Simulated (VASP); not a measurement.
RuS2: single point with PBE

Crystal: RuS2.

```xyz
12
Lattice="5.6844 0.0000 0.0000 0.0000 5.6844 0.0000 0.0000 0.0000 5.6844" Properties=species:S:1:pos:R:3 pbc="T T T"
Ru    0.0000    2.8422    2.8422
Ru    2.8422    2.8422    0.0000
Ru    2.8422    0.0000    2.8422
Ru    0.0000    0.0000    0.0000
S     2.2073    0.6349    5.0495
S     0.6349    5.0495    2.2073
S     5.0495    2.2073    0.6349
S     3.4771    3.4771    3.4771
S     3.4771    5.0495    0.6349
S     5.0495    0.6349    3.4771
S     0.6349    3.4771    5.0495
S     2.2073    2.2073    2.2073
```

* Program: VASP 6.6.1
* Task: single point
* Functional: PBE
* Potentials or basis: VASP PAW PBE potentials, release 64 (Ru_pv, S)
* Cutoff: 520 eV
* k mesh: 5 × 5 × 5
* Occupations: fermi-dirac, width 0.05 eV
* Spin: no spin polarisation

```yaml
Pressure: -3.3 GPa
Largest_force: 0.194 eV/Å
Band_gap_on_the_k_mesh: 0.75 eV (least direct gap 0.95 eV)
```

Forces on the atoms (eV/Å):
```
Ru   0.000  0.000  0.000
Ru   0.000  0.000  0.000
Ru   0.000  0.000  0.000
Ru   0.000  0.000  0.000
S   -0.112  0.112 -0.112
S    0.112 -0.112 -0.112
S   -0.112 -0.112  0.112
S    0.112  0.112  0.112
S    0.112 -0.112  0.112
S   -0.112  0.112  0.112
S    0.112  0.112 -0.112
S   -0.112 -0.112 -0.112
```

Levels at points of the mesh, in eV from the valence-band top:
| k point | band 49 | band 50 | band 51 | band 52 | band 53 | band 54 | band 55 | band 56 |
| --- | --- | --- | --- | --- | --- | --- | --- | --- |
| (0.00, 0.00, 0.00) | -0.50 | -0.50 | -0.50 | -0.20 | 0.75 | 2.40 | 2.40 | 2.40 |

It took 2.5 min on 1 thread of Intel(R) Xeon(R) Platinum 8488C (Sapphire Rapids) (shared host), peak memory 0.29 GiB.

Caveat: the cell stands under tension; an odd mesh through Γ misses points on the zone boundary, where band edges can lie.
